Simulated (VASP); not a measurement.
KMgF3:

```xyz
5
Lattice="3.9802 0.0000 0.0000 0.0000 3.9802 0.0000 0.0000 0.0000 3.9802" Properties=species:S:1:pos:R:3 pbc="T T T"
K     1.9901    1.9901    1.9901
Mg    0.0000    0.0000    0.0000
F     1.9901    0.0000    0.0000
F     0.0000    1.9901    0.0000
F     0.0000    0.0000    1.9901
```

Base run:

| Property | Result |
| --- | --- |
| Program | VASP 6.6.1 |
| Functional | r2SCAN |
| Potentials or basis | VASP PAW PBE potentials, release 64 (K_sv, Mg, F) |
| Cutoff | 520 eV |
| k mesh | 6 × 6 × 6 |
| Occupations | gaussian, width 0.01 eV |
| Spin | no spin polarisation |

Its results: band gap on the k mesh 8.28 eV, indirect (least direct gap 8.60 eV); pressure -0.6 GPa.

**Question.** The run is repeated on the same cell with these changes: functional from r2SCAN to PBE. What comes out?

**Answer.** Band gap on the k mesh 7.34 eV, indirect (least direct gap 7.66 eV); pressure 3.7 GPa.

r2SCAN gives the wider gap, since meta-GGAs in the generalised Kohn-Sham scheme recover part of the derivative discontinuity.

Caveats: the PAW data sets were made with another functional, which shifts forces and pressure a little (some runs).

A k mesh can miss the band edges.
